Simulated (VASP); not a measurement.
**Be: single point with PBE**

The system is Be.

```
CELL_PARAMETERS angstrom
3.38657 0.00000 0.00000
-1.69328 2.93285 0.00000
0.00000 0.00000 2.04643
ATOMIC_POSITIONS crystal
Be 0.00000 0.00000 0.00000
Be 0.33333 0.66667 0.50000
Be 0.66667 0.33333 0.50000
```

```
Program             : VASP 6.6.1
Task                : single point
Functional          : PBE
Potentials or basis : VASP PAW PBE potentials, release 64 (Be)
Cutoff              : 520 eV
k mesh              : 10 × 10 × 14
Occupations         : fermi-dirac, width 0.08 eV
Spin                : no spin polarisation
```

```json
{
  "Pressure": "26.6 GPa",
  "Band gap on the k mesh": "zero (band 3 reaches 13.41 eV, above the bottom of band 4 at 7.70 eV)"
}
```

Levels at points of the mesh, in eV from the Fermi level:
| k point | band 1 | band 2 | band 3 | band 4 | band 5 | band 6 |
| --- | --- | --- | --- | --- | --- | --- |
| (0.00, 0.00, 0.00) | -13.08 | -1.77 | -1.77 | -1.53 | -1.53 | 6.45 |
| (0.50, 0.00, 0.00) | -10.06 | -9.99 | -5.90 | 0.81 | 10.53 | 10.89 |
| (0.00, 0.00, 0.50) | -7.36 | -6.13 | 4.18 | 4.18 | 4.55 | 6.55 |
| (0.50, 0.00, 0.50) | -5.14 | -5.07 | -2.15 | -0.16 | 1.44 | 4.07 |

Wall time 34 s on 1 thread of AMD EPYC 7R13, on a shared host, peak memory 0.11 GiB.
